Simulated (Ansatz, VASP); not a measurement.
One calculation of HfC, two programs

```
Hf C
1.0
     0.00000    2.39053    2.19928
     2.39053    0.00000    2.19928
     2.39053    2.39053    0.00000
Hf C
1 1
Direct
  0.50000 0.50000 0.50000
  0.00000 0.00000 0.00000
```

Alike in both runs: task single point; functional PBE; k mesh 20 × 20 × 20; occupations gaussian, width 0.15 eV; no spin polarisation.

|  | VASP | Ansatz |
| --- | --- | --- |
| version | VASP 6.6.1 | Ansatz 0.2.0 |
| potentials or method | VASP PAW PBE potentials, release 64 (Hf_pv, C), cutoff 520 eV | scalar-relativistic, plane waves, PAW |
| valence electrons in the cell | 14 | 30 |

VASP gave:

* gap on the k mesh at the Fermi level (eV): none
* pressure (GPa): 2.8
* traceless stress, the component that is largest in VASP (GPa): 25.61

Task: Which values does Ansatz return?

Result: gap on the k mesh at the Fermi level (eV): none; pressure (GPa): 3.4; traceless stress, the component that is largest in VASP (GPa): 25.29.

A gap of «none» marks a metal or a gap that the smearing closes. VASP's potentials hold 14 valence electrons a cell and Ansatz's 30, so a difference there can come from the potentials and not from the codes.

Neither program's run includes spin-orbit coupling.
